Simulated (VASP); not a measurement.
LaTe4:

```
La Te
1.0
    -3.56096    3.56096    3.56096
     3.56096   -3.56096    3.56096
     3.56096    3.56096   -3.56096
La Te
1 4
Direct
  0.00000 0.00000 0.00000
  0.50000 0.50000 0.50000
  0.00000 0.00000 0.50000
  0.00000 0.50000 0.00000
  0.50000 0.00000 0.00000
```

```yaml
Program: VASP 6.6.1
Task: relaxation of cell and atoms
Functional: PBE
Potentials_or_basis: VASP PAW PBE potentials, release 64 (La, Te)
Cutoff: 600 eV
k_mesh: 4 × 4 × 4
Occupations: gaussian, width 0.1 eV
Spin: no spin polarisation
```

At the start: pressure 3.2 GPa; volume 36.12 Å³/atom.

Q: Where does the relaxation end?

A: Over 3 steps the energy falls by 26.3 meV/atom and the volume is 38.92 Å³/atom (+7.7 %); space group Im-3m (No. 229, to 0.05 Å).

The path:
```csv
step,energy change (eV),largest force (eV/Å),pressure (GPa),volume (Å³)
1,0.0000,0.0000,3.22,180.62
2,-0.1136,0.0000,-0.98,200.27
3,-0.1314,0.0000,0.01,194.58
```

Final structure:
```
La Te
1.0
    -3.65045    3.65045    3.65045
     3.65045   -3.65045    3.65045
     3.65045    3.65045   -3.65045
La Te
1 4
Direct
  0.00000 0.00000 0.00000
  0.50000 0.50000 0.50000
  0.00000 0.00000 0.50000
  0.00000 0.50000 0.00000
  0.50000 0.00000 0.00000
```
